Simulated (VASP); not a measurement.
# SrTiO3 (I4/mcm) in VASP: single point with PBE

Aim: the single point of SrTiO3 with PBE.

All numbers are computed with VASP 6.6.1; they aren't measurements. Logs are shortened: lines on timing, memory, paths and dates and some standing lists are left out, and cuts for length are marked.

### Step 1. The cell of the first run

It takes space group I4/mcm (No. 140, tetragonal). Conventional cell: a = 5.511 Å, b = 5.511 Å, c = 7.796 Å, α = 90.00°, β = 90.00°, γ = 90.00°. Sr (site symmetry -42m) has 12 O at 2.73 to 2.78 Å and 8 Ti at 3.38 Å within 3.6 Å. Within 2.6 Å of Ti (site symmetry 4/m) lie 6 O at 1.95 Å. Within 2.6 Å of O (site symmetry 422) lie 2 Ti at 1.95 Å. O (site symmetry m2m) has 2 Ti at 1.95 Å within 2.6 Å.

### Step 2. Single point, PBE

INCAR

```
SYSTEM = SrTiO3
PREC = Accurate ; ENCUT = 520
EDIFF = 1E-6 ; ISMEAR = 0
SIGMA = 0.05 ; LREAL = Auto
LASPH = .TRUE. ; NELM = 60
ALGO = Normal ; ISIF = 2
LWAVE = .FALSE. ; LCHARG = .TRUE.
GGA = PE ; LELF = .TRUE.
LVHAR = .TRUE. ; NBANDS = 186
```

KPOINTS

```
regular mesh
0
G
  2 2 2
  0 0 0
```

POSCAR

```
SrTiO3
1.0
    5.5110000000     -5.5110000000      0.0000000000
    5.5110000000      5.5110000000      0.0000000000
    0.0000000000      0.0000000000      7.7960000000
Sr Ti O
8 8 24
Direct
    0.2500000000      0.2500000000      0.7500000000
    0.2500000000      0.7500000000      0.2500000000
    0.7500000000      0.2500000000      0.2500000000
    0.7500000000      0.7500000000      0.7500000000
    0.7500000000      0.2500000000      0.7500000000
    0.7500000000      0.7500000000      0.2500000000
    0.2500000000      0.2500000000      0.2500000000
    0.2500000000      0.7500000000      0.7500000000
    0.0000000000      0.0000000000      0.0000000000
    0.0000000000      0.5000000000      0.5000000000
    0.5000000000      0.0000000000      0.5000000000
    0.5000000000      0.5000000000      0.0000000000
    0.5000000000      0.0000000000      0.0000000000
    0.5000000000      0.5000000000      0.5000000000
    0.0000000000      0.0000000000      0.5000000000
    0.0000000000      0.5000000000      0.0000000000
    0.0000000000      0.0000000000      0.2500000000
    0.0000000000      0.5000000000      0.7500000000
    0.5000000000      0.0000000000      0.7500000000
    0.5000000000      0.5000000000      0.2500000000
    0.5000000000      0.0000000000      0.2500000000
    0.5000000000      0.5000000000      0.7500000000
    0.0000000000      0.0000000000      0.7500000000
    0.0000000000      0.5000000000      0.2500000000
    0.7500000000      0.4951000000      0.0000000000
    0.7500000000      0.9951000000      0.5000000000
    0.2500000000      0.4951000000      0.5000000000
    0.2500000000      0.9951000000      0.0000000000
    0.0049000000      0.2500000000      0.0000000000
    0.0049000000      0.7500000000      0.5000000000
    0.5049000000      0.2500000000      0.5000000000
    0.5049000000      0.7500000000      0.0000000000
    0.7500000000      0.0049000000      0.0000000000
    0.7500000000      0.5049000000      0.5000000000
    0.2500000000      0.0049000000      0.5000000000
    0.2500000000      0.5049000000      0.0000000000
    0.4951000000      0.2500000000      0.0000000000
    0.4951000000      0.7500000000      0.5000000000
    0.9951000000      0.2500000000      0.5000000000
    0.9951000000      0.7500000000      0.0000000000
```

Potentials or basis: VASP PAW PBE potentials, release 64 (Sr_sv, Ti_sv, O).

Command:

```
$ cat potpaw_PBE.64/Sr_sv/POTCAR potpaw_PBE.64/Ti_sv/POTCAR potpaw_PBE.64/O/POTCAR > POTCAR
$ mpirun -np 1 vasp_std > vasp.out
```

OUTCAR:

```text
SYSTEM = SrTiO3
   PREC = Accurate
   ENCUT = 520
   EDIFF = 1E-6
   ISMEAR = 0
   LREAL = Auto
   LASPH = .TRUE.
   NELM = 60
   ISIF = 2
   GGA = PE

 ion  position               nearest neighbor table
   1  0.250  0.250  0.750-  27 2.73  29 2.73  35 2.73  37 2.73  18 2.76  19 2.76  22 2.76  23 2.76
                            28 2.78  36 2.78  31 2.78  39 2.78  13 3.38  14 3.38  15 3.38  16 3.38
   2  0.250  0.750  0.250-  28 2.73  30 2.73  36 2.73  38 2.73  17 2.76  20 2.76  21 2.76  24 2.76
                            35 2.78  27 2.78  32 2.78  40 2.78  13 3.38  14 3.38  15 3.38  16 3.38
   3  0.750  0.250  0.250-  25 2.73  31 2.73  33 2.73  39 2.73  17 2.76  20 2.76  21 2.76  24 2.76
                            29 2.78  34 2.78  37 2.78  26 2.78  13 3.38  14 3.38  15 3.38  16 3.38
   4  0.750  0.750  0.750-  26 2.73  32 2.73  34 2.73  40 2.73  18 2.76  19 2.76  22 2.76  23 2.76
                            33 2.78  30 2.78  38 2.78  25 2.78  13 3.38  14 3.38  15 3.38  16 3.38
   5  0.750  0.250  0.750-  25 2.73  31 2.73  33 2.73  39 2.73  18 2.76  19 2.76  22 2.76  23 2.76
                            29 2.78  34 2.78  37 2.78  26 2.78  13 3.38  14 3.38  15 3.38  16 3.38
   6  0.750  0.750  0.250-  26 2.73  32 2.73  34 2.73  40 2.73  17 2.76  20 2.76  21 2.76  24 2.76
                            33 2.78  30 2.78  38 2.78  25 2.78  13 3.38  14 3.38  15 3.38  16 3.38
   7  0.250  0.250  0.250-  27 2.73  29 2.73  35 2.73  37 2.73  17 2.76  20 2.76  21 2.76  24 2.76
                            28 2.78  36 2.78  31 2.78  39 2.78  13 3.38  14 3.38  15 3.38  16 3.38
   8  0.250  0.750  0.750-  28 2.73  30 2.73  36 2.73  38 2.73  18 2.76  19 2.76  22 2.76  23 2.76
                            35 2.78  27 2.78  32 2.78  40 2.78  13 3.38  14 3.38  15 3.38  16 3.38
   9  0.000  0.000  0.000-  28 1.95  29 1.95  33 1.95  40 1.95  17 1.95  23 1.95   7 3.38   8 3.38
[... 37 lines left out ...]
  39  0.995  0.250  0.500-  10 1.95  15 1.95   3 2.73   5 2.73   1 2.78   7 2.78
  40  0.995  0.750  0.000-   9 1.95  16 1.95   4 2.73   6 2.73   2 2.78   8 2.78

  LATTYP: Found a simple tetragonal cell.
 ALAT       =     7.7937309422
 C/A-ratio  =     1.0002911388

  Lattice vectors:

 A1 = (   5.5110000000,  -5.5110000000,   0.0000000000)
 A2 = (   5.5110000000,   5.5110000000,   0.0000000000)
 A3 = (   0.0000000000,   0.0000000000,   7.7960000000)

Analysis of symmetry for initial positions (statically):
=====================================================================
 Subroutine PRICEL returns following result:

  LATTYP: Found a body centered tetragonal cell.
 ALAT       =     5.5110000000
 C/A-ratio  =     1.4146252949

  Lattice vectors:

 A1 = (  -2.7555000000,  -2.7555000000,  -3.8980000000)
 A2 = (   2.7555000000,   2.7555000000,  -3.8980000000)
 A3 = (   2.7555000000,  -2.7555000000,   3.8980000000)

   4 primitive cells build up your supercell.

 Routine SETGRP: Setting up the symmetry group for a
 simple tetragonal supercell.

 Subroutine GETGRP returns: Found 16 space group operations
 (whereof  8 operations were pure point group operations)
 out of a pool of 16 trial point group operations.

The static configuration has the point symmetry C_4h.
 The point group associated with its full space group is D_4h.

Analysis of symmetry for dynamics (positions and initial velocities):
=====================================================================
 Subroutine PRICEL returns following result:

  LATTYP: Found a body centered tetragonal cell.
 ALAT       =     5.5110000000
 C/A-ratio  =     1.4146252949

  Lattice vectors:

 A1 = (  -2.7555000000,  -2.7555000000,  -3.8980000000)
 A2 = (   2.7555000000,   2.7555000000,  -3.8980000000)
 A3 = (   2.7555000000,  -2.7555000000,   3.8980000000)

   4 primitive cells build up your supercell.

 Routine SETGRP: Setting up the symmetry group for a
 simple tetragonal supercell.

 Subroutine GETGRP returns: Found 16 space group operations
 (whereof  8 operations were pure point group operations)
 out of a pool of 16 trial point group operations.

The dynamic configuration has the point symmetry C_4h.
 The point group associated with its full space group is D_4h.

 Subroutine INISYM returns: Found 16 space group operations
 (whereof  8 operations are pure point group operations),
 and found     4 'primitive' translations

----------------------------------------------------------------------------------------

                                     Primitive cell

  volume of cell :     118.3866

  direct lattice vectors                    reciprocal lattice vectors
    -2.755500000 -2.755500000 -3.898000000    -0.000000000 -0.181455271 -0.128270908
[... 25 lines left out ...]
                 6          22
                 7          27
                 8          29
                 9          35
                10          37

----------------------------------------------------------------------------------------

 KPOINTS: regular mesh

Automatic generation of k-mesh.
 Grid dimensions read from file:
 generate k-points for:    2    2    2

 Generating k-lattice:

  Cartesian coordinates                     Fractional coordinates (reciprocal lattice)
     0.045363818 -0.045363818  0.000000000     0.500000000  0.000000000  0.000000000
     0.045363818  0.045363818  0.000000000     0.000000000  0.500000000  0.000000000
     0.000000000  0.000000000  0.064135454     0.000000000  0.000000000  0.500000000

  Length of vectors
     0.064154126  0.064154126  0.064135454

  Shift w.r.t. Gamma in fractional coordinates (k-lattice)
     0.000000000  0.000000000  0.000000000

 Subroutine IBZKPT returns following result:
 ===========================================

 Found      6 irreducible k-points:

 Following reciprocal coordinates:
            Coordinates               Weight
  0.000000  0.000000  0.000000      1.000000
  0.500000  0.000000  0.000000      2.000000
  0.500000  0.500000  0.000000      1.000000
  0.000000  0.000000  0.500000      1.000000
  0.500000  0.000000  0.500000      2.000000
  0.500000  0.500000  0.500000      1.000000
   k-points           NKPTS =      6   k-points in BZ     NKDIM =      6   number of bands    NBANDS=    186
   number of dos      NEDOS =    301   number of ions     NIONS =     40
   total plane-waves  NPLWV = 216000
   dimension x,y,z NGX =    60 NGY =   60 NGZ =   60
   dimension x,y,z NGXF=   120 NGYF=  120 NGZF=  120
   ions per type =               8   8  24
   NGX,Y,Z   is equivalent  to a cutoff of  12.80, 12.80, 12.79 a.u.
   NGXF,Y,Z  is equivalent  to a cutoff of  25.60, 25.60, 25.59 a.u.
 SYSTEM =  SrTiO3
   PREC   = accura    normal or accurate (medium, high low for compatibility)
   ISTART =      0    job   : 0-new  1-cont  2-samecut
   ICHARG =      2    charge: 1-file 2-atom 10-const
   ISPIN  =      1    spin polarized calculation?
   LNONCOLLINEAR =      F non collinear calculations
   LSORBIT =      F    spin-orbit coupling
   LASPH  =      T    aspherical Exc in radial PAW
   ENCUT  =  520.0 eV  38.22 Ry    6.18 a.u.  14.49 14.49 14.50*2*pi/ulx,y,z
   NELM   =     60;   NELMIN=  2; NELMDL= -5     # of ELM steps
   EDIFF  = 0.1E-05   stopping-criterion for ELM
   LREAL  =      T    real-space projection
   EDIFFG = 0.1E-04   stopping-criterion for IOM
   NSW    =      0    number of steps for IOM
   IBRION =     -1    ionic relax: 0-MD 1-quasi-New 2-CG
   NFREE  =      0    steps in history (QN), initial steepest desc. (CG)
   ISIF   =      2    stress and relaxation
   ISYM   =      2    0-nonsym 1-usesym 2-fastsym
   POTIM  = 0.5000    time-step for ionic-motion
   TEBEG  =    0.0;   TEEND  =   0.0 temperature during run
   PSTRESS=    0.0 pullay stress
   NELECT =     320.0000    total number of electrons
   NUPDOWN=      -1.0000    fix difference up-down
   EMIN   =  10.00;   EMAX   =-10.00  energy-range for DOS
   EFERMI =   0.00;   METHOD = LEGACY
   ISMEAR =     0;   SIGMA  =   0.05  broadening in eV -4-tet -1-fermi 0-gaus
   EFERMI_NEDOS =   21; number of points for ismear=-14 and -15
   IALGO  =     38    algorithm
   IMIX   =      4    mixing-type and parameters
     AMIX     =   0.40;   BMIX     =  1.00
     AMIX_MAG =   1.60;   BMIX_MAG =  1.00
  volume/ion in A,a.u.               =      11.84        79.89
  Fermi-wavevector in a.u.,A,eV,Ry     =   1.436605  2.714789 28.080152  2.063833
  Thomas-Fermi vector in A             =   2.555774
   LORBIT       =      0    0 simple, 1 ext, 2 COOP (PROOUT), +10 PAW based schemes
   GGA     = PE    functional components
   LHFCALC =     F    Hartree Fock is set to
   AEXX    =    0.0000 exact exchange contribution
   IVDW    =     0    specifies the selected vdW correction
   LEPSILON=     F    determine dielectric tensor
   LRPA    =     F    only Hartree local field effects (RPA)
 non-spin polarized calculation
 Gauss-broadening in eV      SIGMA  =   0.05
  energy-cutoff  :      520.00
  volume of cell :      473.55
 maximum number of plane-waves:     12893
 NGX is ok and might be reduce to    60
   NGX = 29   NGY = 29   NGZ = 29

 number of electron     320.0000053 magnetization

 Free energy of the ion-electron system (eV)
  ---------------------------------------------------
  ext. energy  EPLUGINS =         0.00000000
  ---------------------------------------------------
  free energy    TOTEN  =      -320.39501774 eV

  energy without entropy =     -320.39501774  energy(sigma->0) =     -320.39501774

 E-fermi :   4.4650     XC(G=0): -11.3025

 val. band max:        4.2139937990   @ k =   0.0000   0.0000   0.0000
 cond. band min:       6.0665387028   @ k =   0.0000   0.0000   0.0000
 fundamental gap:      1.8525449038
 Fermi energy:         4.4650001854

 k-point     1 :       0.0000    0.0000    0.0000
  band No.  band energies     occupation
      1     -52.2500      2.00000
      2     -52.2484      2.00000
      3     -52.2484      2.00000
      4     -52.2484      2.00000
      5     -52.2468      2.00000
      6     -52.2468      2.00000
[... 1039 lines left out ...]
    171       7.6212      0.00000
    172       7.6212      0.00000
 [bands above 172 left out]

------------------------ aborting loop because EDIFF is reached ----------------------------------------

  FORCE on cell =-STRESS in cart. coord.  units (eV):
  Direction    XX          YY          ZZ          XY          YZ          ZX
  --------------------------------------------------------------------------------------
  -------------------------------------------------------------------------------------
  Total       18.3406507     18.3406507     18.2698068      0.0000000      0.0000000      0.0000000
  in kB       62.0529844     62.0529844     61.8132941      0.0000000      0.0000000      0.0000000
  external PRESSURE =      61.9730877 kB  Pullay stress =       0.0000000 kB

 VOLUME and BASIS-vectors are now :
 -----------------------------------------------------------------------------
  energy-cutoff  :      520.00
  volume of cell :      473.55
      direct lattice vectors                 reciprocal lattice vectors
     5.511000000 -5.511000000  0.000000000     0.090727636 -0.090727636  0.000000000
     5.511000000  5.511000000  0.000000000     0.090727636  0.090727636  0.000000000
     0.000000000  0.000000000  7.796000000     0.000000000  0.000000000  0.128270908

 POSITION                                       TOTAL-FORCE (eV/Angst)
 -----------------------------------------------------------------------------------
      2.75550      0.00000      5.84700         0.000000      0.000000      0.000000
      5.51100      2.75550      1.94900         0.000000      0.000000      0.000000
      5.51100     -2.75550      1.94900         0.000000      0.000000      0.000000
      8.26650      0.00000      5.84700         0.000000      0.000000      0.000000
      5.51100     -2.75550      5.84700         0.000000      0.000000      0.000000
      8.26650      0.00000      1.94900         0.000000      0.000000      0.000000
[... 32 lines left out ...]
      6.86175     -4.10625      3.89800        -0.014544      0.014544      0.000000
      9.61725     -1.35075      0.00000        -0.014544      0.014544     -0.000000
 -----------------------------------------------------------------------------------
    total drift:                               -0.000000     -0.000000     -0.000000

  FREE ENERGIE OF THE ION-ELECTRON SYSTEM (eV)
  ---------------------------------------------------
  free  energy   TOTEN  =      -320.3950177359 eV

  energy  without entropy=     -320.3950177359  energy(sigma->0) =     -320.39501774
```

It took 17 min on 1 thread of Intel Xeon Platinum 8375C at 2.90GHz (Ice Lake), shared host; peak memory 0.7 GiB.

Results:

```yaml
Free_energy: -320.3950 eV
Pressure: 6.2 GPa
Largest_force: 0.021 eV/Å
Band_gap_on_the_k_mesh: 1.85 eV
```

Forces on the atoms (eV/Å):
```
Sr   0.000  0.000  0.000
Sr   0.000  0.000  0.000
Sr   0.000  0.000  0.000
Sr   0.000  0.000  0.000
Sr   0.000  0.000  0.000
Sr   0.000  0.000  0.000
Sr   0.000  0.000  0.000
Sr   0.000  0.000  0.000
Ti   0.000  0.000  0.000
Ti   0.000  0.000  0.000
Ti   0.000  0.000  0.000
Ti   0.000  0.000  0.000
Ti   0.000  0.000  0.000
Ti   0.000  0.000  0.000
Ti   0.000  0.000  0.000
Ti   0.000  0.000  0.000
O    0.000  0.000  0.000
O    0.000  0.000  0.000
O    0.000  0.000  0.000
O    0.000  0.000  0.000
O    0.000  0.000  0.000
O    0.000  0.000  0.000
O    0.000  0.000  0.000
O    0.000  0.000  0.000
O   -0.015 -0.015  0.000
O   -0.015 -0.015  0.000
O   -0.015 -0.015  0.000
O   -0.015 -0.015  0.000
O    0.015 -0.015  0.000
O    0.015 -0.015  0.000
O    0.015 -0.015  0.000
O    0.015 -0.015  0.000
O    0.015  0.015  0.000
O    0.015  0.015  0.000
O    0.015  0.015  0.000
O    0.015  0.015  0.000
O   -0.015  0.015  0.000
O   -0.015  0.015  0.000
O   -0.015  0.015  0.000
O   -0.015  0.015  0.000
```

Levels at points of the mesh, in eV from the valence-band top:
```tsv
k point	band 156	band 157	band 158	band 159	band 160	band 161	band 162	band 163	band 164	band 165
(0.00, 0.00, 0.00)	-0.09	-0.09	-0.01	0.00	0.00	1.85	1.85	1.85	2.02	2.02
(0.50, 0.00, 0.00)	-0.59	-0.59	-0.59	-0.05	-0.05	1.94	1.94	2.92	2.92	2.92
(0.50, 0.50, 0.00)	-0.74	-0.53	-0.53	-0.53	-0.53	2.88	2.88	2.88	2.88	3.02
(0.00, 0.00, 0.50)	-0.59	-0.59	-0.59	-0.05	-0.05	1.94	1.94	2.92	2.92	2.92
(0.50, 0.00, 0.50)	-0.74	-0.53	-0.53	-0.53	-0.53	2.88	2.88	2.88	2.88	3.02
(0.50, 0.50, 0.50)	-0.62	-0.62	-0.62	-0.62	-0.62	3.36	3.36	3.36	3.36	3.36
```

Caveat: the cell stands under pressure.
